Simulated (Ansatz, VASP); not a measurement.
SnSe: VASP beside Ansatz

```
Sn Se
1.0
     0.00000    2.94665    2.94665
     2.94665    0.00000    2.94665
     2.94665    2.94665    0.00000
Sn Se
1 1
Direct
  0.00000 0.00000 0.00000
  0.50000 0.50000 0.50000
```

Alike in both runs: task single point; functional LDA; k mesh 8 × 8 × 8; occupations gaussian, width 0.05 eV; no spin polarisation.

|  | VASP | Ansatz |
| --- | --- | --- |
| version | VASP 6.6.1 | Ansatz 0.2.0 |
| potentials or method | VASP PAW LDA potentials, release 64 (Sn_d, Se), cutoff 520 eV | scalar-relativistic, plane waves, PAW |
| valence electrons in the cell | 20 | 30 |

|  | VASP | Ansatz | Ansatz less VASP |
| --- | --- | --- | --- |
| gap on the k mesh at the Fermi level (eV) | 0.77 | 0.78 | +0.010 |
| least direct gap on the mesh (eV) | 0.92 | 0.89 | -0.021 |
| pressure (GPa) | 0.1 | 0.0 | -0.10 |

LDA's correlation is that of Perdew and Zunger in VASP and of Perdew and Wang (1992) in Ansatz. VASP's potentials hold 20 valence electrons a cell and Ansatz's 30, so a difference there can come from the potentials and not from the codes.
